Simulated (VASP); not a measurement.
Here is a VASP 6.6.1 calculation.

File INCAR:

```
SYSTEM = ZnGa3
PREC = Accurate
ENCUT = 500
EDIFF = 1E-6
ISMEAR = -1
SIGMA = 0.05
LREAL = .FALSE.
LASPH = .TRUE.
NELM = 120
ALGO = Normal
ISIF = 2
LWAVE = .FALSE.
LCHARG = .TRUE.
GGA = PS
LELF = .TRUE.
LVHAR = .TRUE.
NBANDS = 34
GGA_COMPAT = .FALSE.
```

Contents of KPOINTS:

```
regular mesh
0
G
  4 4 4
  0 0 0
```

Contents of POSCAR:

```
ZnGa3
1.0
    4.1285972321      0.0000000000      0.0000000000
    0.0000000000      4.1285972321      0.0000000000
    0.0000000000      0.0000000000      4.1285972321
Zn Ga
1 3
Direct
    0.0000000000      0.0000000000      0.0000000000
    0.0000000000      0.5000000000      0.5000000000
    0.5000000000      0.0000000000      0.5000000000
    0.5000000000      0.5000000000      0.0000000000
```

Potentials or basis: VASP PAW PBE potentials, release 64 (Zn, Ga_d).

The run is started by

```console
$ cat potpaw_PBE.64/Zn/POTCAR potpaw_PBE.64/Ga_d/POTCAR > POTCAR
$ mpirun -np 1 vasp_std > vasp.out
```

Predict the pressure.

-1.1 GPa.

Caveat: the k points lie up to 0.38 Å⁻¹ apart; the PAW data sets were made with another functional, which shifts forces and pressure a little.
